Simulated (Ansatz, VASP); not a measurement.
TiC: VASP beside Ansatz

Contents of INCAR:

```
  ALGO = Normal
  EDIFF = 1E-7
  ENCUT = 520
  GGA = PE
  ISIF = 2
  ISMEAR = 0
  LASPH = True
  LCHARG = False
  LREAL = False
  LWAVE = False
  NBANDS = 15
  NELM = 80
  PREC = Accurate
  SIGMA = 0.15
```

Contents of KPOINTS:

```
k-points
0
Gamma
  18 18 18
```

The input POSCAR:

```
TiC
1.0
    0.1419584000      2.1640000000      2.1640000000
    2.1640000000      0.1419584000      2.1640000000
    2.3059584000      2.3059584000      0.0000000000
Ti C
1 1
Direct
    0.0000000000      0.0000000000      0.0000000000
    0.5000000000      0.5000000000      0.5000000000
```

Input for Ansatz:

```yaml
crystal:
  lattice:
    - [0.1419584, 2.164, 2.164]
    - [2.164, 0.1419584, 2.164]
    - [2.3059584, 2.3059584, 0.0]
  atoms:
    - { symbol: Ti, position: [0.0, 0.0, 0.0] }
    - { symbol: C, position: [0.5, 0.5, 0.5] }
basis:
  ecutwfc: 420
kpoints:
  mp_grid: { grid: [18, 18, 18] }
hamiltonian:
  xc: pbe
scf:
  occupations: { method: gaussian, width: 0.15 }
output:
  forces: true
  stress: true
  eigenvalues: true
```

Change from the starting cell: strain +0.1312 x Voigt [0, 0, 0, 0, 0, 1], atoms carried along.

Alike in both runs: task single point; functional PBE; k mesh 18 × 18 × 18; occupations gaussian, width 0.15 eV; no spin polarisation.

```csv
,VASP,Ansatz
version,VASP 6.6.1,Ansatz 0.2.0
potentials or method,"VASP PAW PBE potentials, release 64 (Ti_sv, C), cutoff 520 eV","scalar-relativistic, plane waves, PAW"
valence electrons in the cell,16,16
```

|  | VASP | Ansatz | Ansatz less VASP |
| --- | --- | --- | --- |
| gap on the k mesh at the Fermi level (eV) | none | none | - |
| pressure (GPa) | 2.4 | 2.2 | -0.22 |
| traceless stress, the component that is largest in VASP (GPa) | -21.93 | -22.03 | -0.096 |

A gap of «none» marks a metal or a gap that the smearing closes. With one functional, cell and mesh, what is left measures potentials, basis and numerics.
